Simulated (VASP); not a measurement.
Set up this calculation in VASP 6.6.1, as the native input.

```
Task                   : single point
Functional             : PBE
Potentials or basis    : VASP PAW PBE potentials, release 64 (Li_sv, H)
Cutoff                 : 520 eV
k mesh                 : 10 × 10 × 10
Occupations            : gaussian, width 0.05 eV
Spin                   : no spin polarisation
Dipole correction      : no
Further INCAR settings : ALGO = Normal; EDIFF = 1e-06; NBANDS = 9
```

The structure of LiH lies in POSCAR:

```
LiH
1.0
    0.0000000000      1.9512000000      2.1951000000
    1.9512000000      0.0000000000      2.1951000000
    1.9512000000      1.9512000000      0.0000000000
Li H
1 1
Direct
    0.0000000000      0.0000000000      0.0000000000
    0.5000000000      0.5000000000      0.5000000000
```

This cell differs from its parent crystal: strain -0.040 along x and y, +0.080 along z.

The input as run:

INCAR

```
SYSTEM = LiH
PREC = Accurate
ENCUT = 520
EDIFF = 1E-6
ISMEAR = 0
SIGMA = 0.05
LREAL = .False.
LASPH = .True.
NELM = 80
ALGO = Normal
ISIF = 2
LWAVE = .False.
LCHARG = .False.
GGA = PE
NBANDS = 9
```

KPOINTS

```
Automatic mesh
0
Gamma
  10 10 10
  0 0 0
```

Potentials or basis: VASP PAW PBE potentials, release 64 (Li_sv, H).

The run is started by

```sh
$ cat potpaw_PBE.64/Li_sv/POTCAR potpaw_PBE.64/H/POTCAR > POTCAR
$ mpirun -np 1 vasp_std > vasp.out
```

It gave:

| Property | Result |
| --- | --- |
| Band gap on the k mesh | 1.79 eV (least direct gap 2.71 eV) |

Caveat: the cell differs from its parent crystal (strain -0.040 along x and y, +0.080 along z).

It took 27 s on 1 thread of AMD EPYC 7R13, on a shared host, peak memory 0.11 GiB.
